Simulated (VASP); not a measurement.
# Ge (Ibca) in VASP: a series of runs

The runs below take Ge through single point, with PBEsol.

Everything below comes from runs of VASP 6.6.1. Logs are shortened: lines on timing, memory, paths and dates and some standing lists are left out, and cuts for length are marked.

### Step 1. The cell of the first run

The structure is orthorhombic, space group Ibca (No. 73). The conventional cell has a = 6.731 Å, b = 6.731 Å, c = 6.939 Å, α = 90.00°, β = 90.00°, γ = 90.00°. Ge (site symmetry 1) has 4 Ge at 2.41 to 2.47 Å within 3.2 Å.

### Step 2. Single point, PBEsol (strain -0.030 along x and y, +0.000 along z)

INCAR reads:

```
SYSTEM = Ge
ALGO = Normal
EDIFF = 1E-6
ENCUT = 520
GGA = PS
ISIF = 2
ISMEAR = 0
LASPH = .TRUE.
LCHARG = .FALSE.
LREAL = .FALSE.
LWAVE = .FALSE.
NBANDS = 66
NELM = 60
PREC = Accurate
SIGMA = 0.15
```

KPOINTS reads:

```
k-points
0
G
  8 8 8
  0 0 0
```

POSCAR reads:

```
Ge
1.0
   -3.3655732048      3.3655732048      3.4696630977
    3.3655732048     -3.3655732048      3.4696630977
    3.3655732048      3.3655732048     -3.4696630977
Ge
8
Direct
    0.5000000000      0.0000000000      0.7958385091
    0.7958385091      0.5000000000      0.0000000000
    0.0000000000      0.7958385091      0.5000000000
    0.7041614909      0.7041614909      0.7041614909
    0.5000000000      0.0000000000      0.2041614909
    0.2041614909      0.5000000000      0.0000000000
    0.0000000000      0.2041614909      0.5000000000
    0.2958385091      0.2958385091      0.2958385091
```

Potentials or basis: VASP PAW PBE potentials, release 64 (Ge_d).

On the command line:

```bash
$ cat potpaw_PBE.64/Ge_d/POTCAR > POTCAR
$ mpirun -np 1 vasp_std > vasp.out
```

OUTCAR:

```text
SYSTEM = Ge
   EDIFF = 1E-6
   ENCUT = 520
   GGA = PS
   ISIF = 2
   ISMEAR = 0
   LASPH = .TRUE.
   LREAL = .FALSE.
   NELM = 60
   PREC = Accurate

 ion  position               nearest neighbor table
   1  0.500  0.000  0.796-   5 2.41   4 2.42   3 2.44   2 2.47
   2  0.796  0.500  0.000-   6 2.41   3 2.42   4 2.44   1 2.47
   3  0.000  0.796  0.500-   7 2.41   2 2.42   1 2.44   4 2.47
   4  0.704  0.704  0.704-   8 2.41   1 2.42   2 2.44   3 2.47
   5  0.500  0.000  0.204-   1 2.41   8 2.42   7 2.44   6 2.47
   6  0.204  0.500  0.000-   2 2.41   7 2.42   8 2.44   5 2.47
   7  0.000  0.204  0.500-   3 2.41   6 2.42   5 2.44   8 2.47
   8  0.296  0.296  0.296-   4 2.41   5 2.42   6 2.44   7 2.47

  LATTYP: Found a body centered tetragonal cell.
 ALAT       =     6.7311464096
 C/A-ratio  =     1.0309278350

  Lattice vectors:

 A1 = (  -3.3655732048,   3.3655732048,   3.4696630977)
 A2 = (   3.3655732048,  -3.3655732048,   3.4696630977)
 A3 = (   3.3655732048,   3.3655732048,  -3.4696630977)

Analysis of symmetry for initial positions (statically):
=====================================================================
 Subroutine PRICEL returns:
 Original cell was already a primitive cell.

 Routine SETGRP: Setting up the symmetry group for a
 body centered tetragonal supercell.

 Subroutine GETGRP returns: Found  8 space group operations
 (whereof  2 operations were pure point group operations)
 out of a pool of 16 trial point group operations.

The static configuration has the point symmetry S_2 .
 The point group associated with its full space group is D_2h.

Analysis of symmetry for dynamics (positions and initial velocities):
=====================================================================
 Subroutine PRICEL returns:
 Original cell was already a primitive cell.

 Routine SETGRP: Setting up the symmetry group for a
 body centered tetragonal supercell.

 Subroutine GETGRP returns: Found  8 space group operations
 (whereof  2 operations were pure point group operations)
 out of a pool of 16 trial point group operations.

The dynamic configuration has the point symmetry S_2 .
 The point group associated with its full space group is D_2h.

 Subroutine INISYM returns: Found  8 space group operations
 (whereof  2 operations are pure point group operations),
 and found     1 'primitive' translations

----------------------------------------------------------------------------------------

                                     Primitive cell

  volume of cell :     157.2046

  direct lattice vectors                    reciprocal lattice vectors
    -3.365573205  3.365573205  3.469663098     0.000000000  0.148563103  0.144106210
     3.365573205 -3.365573205  3.469663098     0.148563103  0.000000000  0.144106210
     3.365573205  3.365573205 -3.469663098     0.148563103  0.148563103  0.000000000

  length of vectors
     5.890053311  5.890053311  5.890053311     0.206972451  0.206972451  0.210099956

  position of ions in fractional coordinates (direct lattice)
     0.500000000  0.000000000  0.795838509
     0.795838509  0.500000000  0.000000000
     1.000000000  0.795838509  0.500000000
     0.704161491  0.704161491  0.704161491
     0.500000000  1.000000000  0.204161491
     0.204161491  0.500000000  0.000000000
     0.000000000  0.204161491  0.500000000
     0.295838509  0.295838509  0.295838509

  ion indices of the primitive-cell ions
   primitive index   ion index
                 1           1
                 2           2
                 3           3
                 4           4
                 5           5
                 6           6
                 7           7
                 8           8

----------------------------------------------------------------------------------------

 KPOINTS: k-points

Automatic generation of k-mesh.
 Grid dimensions read from file:
 generate k-points for:    8    8    8

 Generating k-lattice:

  Cartesian coordinates                     Fractional coordinates (reciprocal lattice)
[... 45 lines left out ...]
 non-spin polarized calculation
 Gauss-broadening in eV      SIGMA  =   0.15
  energy-cutoff  :      520.00
  volume of cell :      157.20
 maximum number of plane-waves:      4266
 NGX is ok and might be reduce to    48
   NGX = 21   NGY = 21   NGZ = 21

 number of electron     111.9999992 magnetization

 Free energy of the ion-electron system (eV)
  ---------------------------------------------------
  ext. energy  EPLUGINS =         0.00000000
  ---------------------------------------------------
  free energy    TOTEN  =       -38.39557659 eV

  energy without entropy =      -38.38089016  energy(sigma->0) =      -38.38823338

 E-fermi :   6.2104     XC(G=0): -10.9918

 val. band max:        6.2100729065   @ k =  -0.2500   0.2500  -0.3750
 cond. band min:       6.2159979903   @ k =  -0.3750   0.3750   0.3750
 fundamental gap:      0.0059250838
 Fermi energy:         6.2103790825

 k-point     1 :       0.0000    0.0000    0.0000
  band No.  band energies     occupation
      1     -18.7145      2.00000
      2     -18.7134      2.00000
      3     -18.7051      2.00000
      4     -18.6964      2.00000
      5     -18.6932      2.00000
      6     -18.6932      2.00000
[... 58 lines left out ...]
     65      11.5350      0.00000
     66      13.1911      0.00000

 k-point     2 :       0.1250    0.0000    0.0000
  band No.  band energies     occupation
      1     -18.7158      2.00000
      2     -18.7136      2.00000
      3     -18.7035      2.00000
      4     -18.6996      2.00000
      5     -18.6926      2.00000
      6     -18.6897      2.00000
[... 58 lines left out ...]
     65      11.7183      0.00000
     66      12.3193      0.00000

 k-point     3 :       0.0000    0.1250    0.0000
  band No.  band energies     occupation
      1     -18.7143      2.00000
      2     -18.7139      2.00000
      3     -18.7091      2.00000
      4     -18.6926      2.00000
      5     -18.6908      2.00000
      6     -18.6907      2.00000
[... 1438 lines left out ...]
     65      10.5577      0.00000
     66      10.9617      0.00000

 k-point    24 :      -0.0000   -0.3750   -0.2500
  band No.  band energies     occupation
      1     -18.7180      2.00000
      2     -18.7136      2.00000
      3     -18.7049      2.00000
      4     -18.6859      2.00000
      5     -18.6784      2.00000
      6     -18.6711      2.00000
[... 58 lines left out ...]
     65      10.5638      0.00000
     66      11.0125      0.00000

 [... further k-points ...]

------------------------ aborting loop because EDIFF is reached ----------------------------------------

  FORCE on cell =-STRESS in cart. coord.  units (eV):
  Direction    XX          YY          ZZ          XY          YZ          ZX
  --------------------------------------------------------------------------------------
  -------------------------------------------------------------------------------------
  Total        6.0882533      6.0873593      2.2475010     -0.0000000      0.0000000      0.0000000
  in kB       62.0494467     62.0403359     22.9057809     -0.0000000      0.0000000      0.0000000
  external PRESSURE =      48.9985212 kB  Pullay stress =       0.0000000 kB

 VOLUME and BASIS-vectors are now :
 -----------------------------------------------------------------------------
  energy-cutoff  :      520.00
  volume of cell :      157.20
      direct lattice vectors                 reciprocal lattice vectors
    -3.365573205  3.365573205  3.469663098     0.000000000  0.148563103  0.144106210
     3.365573205 -3.365573205  3.469663098     0.148563103  0.000000000  0.144106210
     3.365573205  3.365573205 -3.469663098     0.148563103  0.148563103  0.000000000

 POSITION                                       TOTAL-FORCE (eV/Angst)
 -----------------------------------------------------------------------------------
      0.99567      4.36124     -1.02646         0.048783     -0.171009      0.240041
     -0.99567      0.99567      4.49612        -0.048783     -0.171009     -0.240041
      4.36124     -0.99567      1.02646         0.048783      0.171009     -0.240041
      2.36991      2.36991      2.44320        -0.048783      0.171009      0.240041
     -0.99567      2.36991      1.02646        -0.048783      0.171009     -0.240041
      0.99567     -0.99567      2.44320         0.048783      0.171009      0.240041
      2.36991      0.99567     -1.02646        -0.048783     -0.171009      0.240041
      0.99567      0.99567      1.02646         0.048783     -0.171009     -0.240041
 -----------------------------------------------------------------------------------
    total drift:                               -0.000000     -0.000000     -0.000000

  FREE ENERGIE OF THE ION-ELECTRON SYSTEM (eV)
  ---------------------------------------------------
  free  energy   TOTEN  =       -38.3955765921 eV

  energy  without entropy=      -38.3808901629  energy(sigma->0) =      -38.38823338
```

It took 10 min on 1 thread of AMD EPYC 9R45 (Zen 5), shared host; peak memory 0.73 GiB.

What came out:

- Free energy: -38.3956 eV
- Pressure: 4.9 GPa
- Largest force: 0.299 eV/Å
- Band gap on the k mesh: zero (bands 56 and 57 overlap by 0.69 eV)

Forces in eV/Å, atoms in the order of the input:
```
Ge   0.049 -0.171  0.240
Ge  -0.049 -0.171 -0.240
Ge   0.049  0.171 -0.240
Ge  -0.049  0.171  0.240
Ge  -0.049  0.171 -0.240
Ge   0.049  0.171  0.240
Ge  -0.049 -0.171  0.240
Ge   0.049 -0.171 -0.240
```

Stress tensor (GPa, compression positive):
```
6.20 0.00 0.00
0.00 6.20 0.00
0.00 0.00 2.29
```

Levels at points of the mesh, in eV from the Fermi level:
```
           k point  band 54  band 55  band 56  band 57  band 58  band 59
(0.00, 0.00, 0.00)    -1.67    -1.36    -0.81     1.29     1.90     1.90
(0.50, 0.00, 0.00)    -2.14    -1.28    -1.28     0.49     0.49     1.88
(0.00, 0.50, 0.00)    -2.07    -1.13    -1.13     0.26     0.26     1.91
(0.50, 0.50, 0.00)    -2.09    -1.34    -1.34     0.40     0.40     1.79
(0.50, 0.50, 0.50)    -1.43     0.31     0.42     0.58     1.66     2.56
```

Caveat: the cell differs from its parent crystal (strain -0.030 along x and y, +0.000 along z); the cell stands under pressure; semilocal functionals underestimate gaps, and a narrow one can read as zero; the PAW data sets were made with another functional, which shifts forces and pressure a little.

### Step 3. Single point, PBEsol (strain -0.015 along x and y, +0.030 along z)

INCAR reads:

```
SYSTEM = Ge
ALGO = Fast
EDIFF = 1E-6
ENCUT = 520
GGA = PS
ISIF = 2
ISMEAR = 0
LASPH = .True.
LCHARG = .False.
LREAL = .False.
LWAVE = .False.
NBANDS = 66
NELM = 60
PREC = Accurate
SIGMA = 0.15
```

KPOINTS reads:

```
k-points
0
Gamma
  8 8 8
  0 0 0
```

POSCAR: that of step 2 with these lines changed.

```diff
@@ -2,5 +2,5 @@
 1.0
-   -3.3655732048      3.3655732048      3.4696630977
-    3.3655732048     -3.3655732048      3.4696630977
-    3.3655732048      3.3655732048     -3.4696630977
+   -3.4176181512      3.4176181512      3.5737529906
+    3.4176181512     -3.4176181512      3.5737529906
+    3.4176181512      3.4176181512     -3.5737529906
 Ge
```

Potentials or basis: VASP PAW PBE potentials, release 64 (Ge_d).

On the command line:

```bash
$ cat potpaw_PBE.64/Ge_d/POTCAR > POTCAR
$ mpirun -np 1 vasp_std > vasp.out
```

It took 28 min on 1 thread of Oxide Virtual Turin-like, shared host; peak memory 0.76 GiB.

The run converged. Its results:

| Item | Value |
| --- | --- |
| Free energy | -38.5007 eV |
| Pressure | 0.1 GPa |
| Largest force | 0.238 eV/Å |
| Band gap on the k mesh | zero (bands 56 and 57 overlap by 0.76 eV) |

Forces on the atoms (eV/Å):
```
Ge   0.186 -0.063  0.135
Ge  -0.186 -0.063 -0.135
Ge   0.186  0.063 -0.135
Ge  -0.186  0.063  0.135
Ge  -0.186  0.063 -0.135
Ge   0.186  0.063  0.135
Ge  -0.186 -0.063  0.135
Ge   0.186 -0.063 -0.135
```

Stress tensor (GPa, compression positive):
```
 1.71  0.00  0.00
 0.00  1.67  0.00
 0.00  0.00 -3.23
```

Levels at points of the mesh, in eV from the Fermi level:
```csv
k point,band 54,band 55,band 56,band 57,band 58,band 59
"(0.00, 0.00, 0.00)",-1.62,-1.18,-0.61,1.09,1.88,1.90
"(0.50, 0.00, 0.00)",-1.96,-1.14,-1.14,0.54,0.54,1.84
"(0.00, 0.50, 0.00)",-1.87,-0.94,-0.94,0.25,0.25,1.88
"(0.50, 0.50, 0.00)",-1.90,-1.24,-1.24,0.42,0.42,1.70
"(0.50, 0.50, 0.50)",-1.60,0.28,0.43,0.66,1.42,2.35
```

Caveat: the cell differs from its parent crystal (strain -0.015 along x and y, +0.030 along z); semilocal functionals underestimate gaps, and a narrow one can read as zero; the PAW data sets were made with another functional, which shifts forces and pressure a little.

### Step 4. Single point, PBEsol (strain -0.030 along x and y, +0.030 along z)

INCAR reads:

```
PREC = Accurate ; ENCUT = 520
EDIFF = 1E-7 ; ISMEAR = 0
SIGMA = 0.15 ; LREAL = F
LASPH = T ; NELM = 100
ALGO = Fast ; ISIF = 2
LWAVE = F ; LCHARG = T
GGA = PS ; LELF = T
LVHAR = T ; NBANDS = 66
```

KPOINTS reads:

```
Automatic mesh
0
Gamma
  8 8 8
```

POSCAR: that of step 3 with these lines changed.

```diff
@@ -2,5 +2,5 @@
 1.0
-   -3.4176181512      3.4176181512      3.5737529906
-    3.4176181512     -3.4176181512      3.5737529906
-    3.4176181512      3.4176181512     -3.5737529906
+   -3.3655732048      3.3655732048      3.5737529906
+    3.3655732048     -3.3655732048      3.5737529906
+    3.3655732048      3.3655732048     -3.5737529906
 Ge
```

On the command line:

```bash
$ cat potpaw_PBE.64/Ge_d/POTCAR > POTCAR
$ mpirun -np 1 vasp_std > vasp.out
```

It took 37 min on 1 thread of Oxide Virtual Turin-like, shared host; peak memory 0.74 GiB.

It converged, with:

```
Free energy            : -38.3958 eV
Pressure               : 2.5 GPa
Largest force          : 0.384 eV/Å
Band gap on the k mesh : zero (bands 56 and 57 overlap by 0.71 eV)
```

Forces on the atoms (eV/Å):
```
Ge   0.232 -0.164  0.258
Ge  -0.232 -0.164 -0.258
Ge   0.232  0.164 -0.258
Ge  -0.232  0.164  0.258
Ge  -0.232  0.164 -0.258
Ge   0.232  0.164  0.258
Ge  -0.232 -0.164  0.258
Ge   0.232 -0.164 -0.258
```

Stress tensor (GPa, compression positive):
```
 4.96  0.00  0.00
 0.00  4.87  0.00
 0.00  0.00 -2.26
```

Levels at points of the mesh, in eV from the Fermi level:
| k point | band 52 | band 53 | band 54 | band 55 | band 56 | band 57 | band 58 | band 59 | band 60 | band 61 |
| --- | --- | --- | --- | --- | --- | --- | --- | --- | --- | --- |
| (0.00, 0.00, 0.00) | -3.82 | -3.68 | -1.82 | -1.17 | -0.55 | 0.93 | 2.05 | 2.06 | 3.78 | 3.91 |
| (0.50, 0.00, 0.00) | -2.54 | -2.01 | -2.01 | -1.21 | -1.21 | 0.61 | 0.61 | 1.88 | 1.88 | 2.43 |
| (0.00, 0.50, 0.00) | -2.70 | -1.90 | -1.90 | -0.92 | -0.92 | 0.20 | 0.20 | 1.94 | 1.94 | 2.64 |
| (0.50, 0.50, 0.00) | -2.57 | -1.95 | -1.95 | -1.34 | -1.34 | 0.43 | 0.43 | 1.67 | 1.67 | 2.27 |
| (0.50, 0.50, 0.50) | -2.49 | -2.49 | -1.49 | 0.22 | 0.42 | 0.75 | 1.51 | 2.31 | 2.37 | 2.86 |

Caveat: the cell differs from its parent crystal (strain -0.030 along x and y, +0.030 along z); the stress differs along the axes, from -2 to 5 GPa; semilocal functionals underestimate gaps, and a narrow one can read as zero; the PAW data sets were made with another functional, which shifts forces and pressure a little.

### Step 5. Single point, PBEsol (strain +0.015 along x and y, -0.015 along z)

INCAR reads:

```
  ALGO = Fast
  EDIFF = 1E-6
  ENCUT = 520
  GGA = PS
  ISIF = 2
  ISMEAR = 0
  LASPH = True
  LCHARG = False
  LREAL = False
  LWAVE = False
  NBANDS = 66
  NELM = 100
  PREC = Accurate
  SIGMA = 0.15
```

KPOINTS reads:

```
k-points
0
Gamma
  8 8 8
```

POSCAR: that of step 4 with these lines changed.

```diff
@@ -2,5 +2,5 @@
 1.0
-   -3.3655732048      3.3655732048      3.5737529906
-    3.3655732048     -3.3655732048      3.5737529906
-    3.3655732048      3.3655732048     -3.5737529906
+   -3.5217080442      3.5217080442      3.4176181512
+    3.5217080442     -3.5217080442      3.4176181512
+    3.5217080442      3.5217080442     -3.4176181512
 Ge
```

On the command line:

```bash
$ cat potpaw_PBE.64/Ge_d/POTCAR > POTCAR
$ mpirun -np 1 vasp_std > vasp.out
```

Wall time 37 min (1 thread of Oxide Virtual Turin-like, shared host); peak memory 0.75 GiB.

The run converged. Its results:

```
Free energy            : -38.5358 eV
Pressure               : -1.0 GPa
Largest force          : 0.157 eV/Å
Band gap on the k mesh : zero (bands 56 and 57 overlap by 0.76 eV)
```

Forces on the atoms (eV/Å):
```
Ge  -0.094  0.044 -0.117
Ge   0.094  0.044  0.117
Ge  -0.094 -0.044  0.117
Ge   0.094 -0.044 -0.117
Ge   0.094 -0.044  0.117
Ge  -0.094 -0.044 -0.117
Ge   0.094  0.044 -0.117
Ge  -0.094  0.044  0.117
```

Stress tensor (GPa, compression positive):
```
-2.06  0.00  0.00
 0.00 -2.08  0.00
 0.00  0.00  1.00
```

Levels at points of the mesh, in eV from the Fermi level:
| k point | band 54 | band 55 | band 56 | band 57 | band 58 | band 59 |
| --- | --- | --- | --- | --- | --- | --- |
| (0.00, 0.00, 0.00) | -1.40 | -1.31 | -0.65 | 1.40 | 1.41 | 1.96 |
| (0.50, 0.00, 0.00) | -1.84 | -1.06 | -1.06 | 0.31 | 0.31 | 1.78 |
| (0.50, 0.00, 0.50) | -1.91 | -1.19 | -1.19 | 0.50 | 0.50 | 1.77 |
| (0.50, 0.50, 0.00) | -1.92 | -1.01 | -1.01 | 0.38 | 0.38 | 1.84 |
| (0.50, 0.50, 0.50) | -1.66 | 0.34 | 0.45 | 0.57 | 1.38 | 2.35 |

Caveat: the cell differs from its parent crystal (strain +0.015 along x and y, -0.015 along z); semilocal functionals underestimate gaps, and a narrow one can read as zero; the PAW data sets were made with another functional, which shifts forces and pressure a little.

### Step 6. Overview

```csv
cell,gap on the mesh (eV),pressure (GPa),largest force (eV/Å)
"a = 5.890 Å, angles 110.3, 110.3, 107.8°, 8 atoms",none,4.9,0.30
"a = 6.011 Å, angles 110.7, 110.7, 107.0°, 8 atoms",none,0.1,0.24
"a = 5.952 Å, angles 111.1, 111.1, 106.2°, 8 atoms",none,2.5,0.38
"a = 6.040 Å, angles 108.7, 108.7, 111.1°, 8 atoms",none,-1.0,0.16
```

Alike in all rows: task single point; level PBEsol; potentials or basis VASP PAW PBE potentials, release 64 (Ge_d); no spin polarisation; k mesh 8 × 8 × 8; cutoff (eV) 520; smearing gaussian 0.15 eV.

Caveats: semilocal functionals underestimate gaps, and a narrow one can read as zero; the PAW data sets were made with another functional, which shifts forces and pressure a little; the cell stands under pressure (at least some runs); the stress differs along the axes, from -2 to 5 GPa (at least some runs).

Total energies depend on the potentials used, so only differences within one code and one set of settings carry meaning.

The gap in the log of VASP goes by the Fermi energy; the results here count the filled bands.